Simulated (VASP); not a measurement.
Here is a VASP 6.6.1 calculation.

Contents of INCAR:

```
ALGO = Fast
EDIFF = 1E-7
ENCUT = 520
ISIF = 2
ISMEAR = 0
LASPH = True
LCHARG = False
LREAL = False
LWAVE = False
NBANDS = 11
NELM = 100
PREC = Accurate
SIGMA = 0.1
```

File KPOINTS:

```
k-points
0
Gamma
  16 16 16
```

File POSCAR:

```
Ba
1.0
   -2.3784668516      2.3784668516      2.3784668516
    2.3784668516     -2.3784668516      2.3784668516
    2.3784668516      2.3784668516     -2.3784668516
Ba
1
Direct
    0.0000000000      0.0000000000      0.0000000000
```

Potentials or basis: VASP PAW LDA potentials, release 64 (Ba_sv).

Command:

```console
$ cat potpaw_LDA.64/Ba_sv/POTCAR > POTCAR
$ mpirun -np 1 vasp_std > vasp.out
```

Task: What does it give for the pressure?

Result: 0.1 GPa.

Task: Predict the band gap on the k mesh.

Result: Zero (bands 5 and 6 overlap by 1.46 eV).

Caveat: spin-orbit coupling is left out, which moves the levels of the heavy elements.
